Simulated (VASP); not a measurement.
## HgTe: single point with PBE

The system is HgTe.

```
Hg Te
1.0
     0.00000    3.40792    3.49104
     3.40792    0.00000    3.49104
     3.40792    3.40792    0.00000
Hg Te
1 1
Direct
  0.00000 0.00000 0.00000
  0.75000 0.75000 0.75000
```

This cell differs from its parent crystal: strain +0.025 along x and y, +0.050 along z.

- Program: VASP 6.6.1
- Task: single point
- Functional: PBE
- Potentials or basis: VASP PAW PBE potentials, release 64 (Hg, Te)
- Cutoff: 520 eV
- k mesh: 16 × 16 × 16
- Occupations: gaussian, width 0.15 eV
- Spin: no spin polarisation
- Dipole correction: no
- Further INCAR settings: ALGO = Normal; EDIFF = 1e-07; NBANDS = 16

```yaml
Pressure: -2.6 GPa
Band_gap_on_the_k_mesh: zero (filled and empty bands touch)
```

Stress tensor (GPa, compression positive):
```
-2.44  0.00  0.00
 0.00 -2.44  0.00
 0.00  0.00 -2.83
```

Levels at points of the mesh, in eV from the Fermi level:
| k point | band 7 | band 8 | band 9 | band 10 | band 11 | band 12 |
| --- | --- | --- | --- | --- | --- | --- |
| (0.00, 0.00, 0.00) | -1.25 | -0.17 | -0.10 | -0.10 | 4.38 | 4.38 |
| (0.50, 0.00, 0.00) | -4.53 | -0.84 | -0.75 | 0.56 | 5.00 | 5.10 |
| (0.50, 0.50, 0.00) | -4.69 | -1.65 | -1.65 | 1.84 | 2.86 | 7.42 |
| (0.50, 0.00, 0.50) | -4.60 | -1.75 | -1.71 | 1.70 | 2.78 | 7.55 |

Wall time 7.9 min on 1 thread of Intel Xeon 8259CL (shared host), peak memory 0.58 GiB.

Caveat: the cell differs from its parent crystal (strain +0.025 along x and y, +0.050 along z); semilocal functionals underestimate gaps, and a narrow one can read as zero; spin-orbit coupling is left out, which moves the levels of the heavy elements.
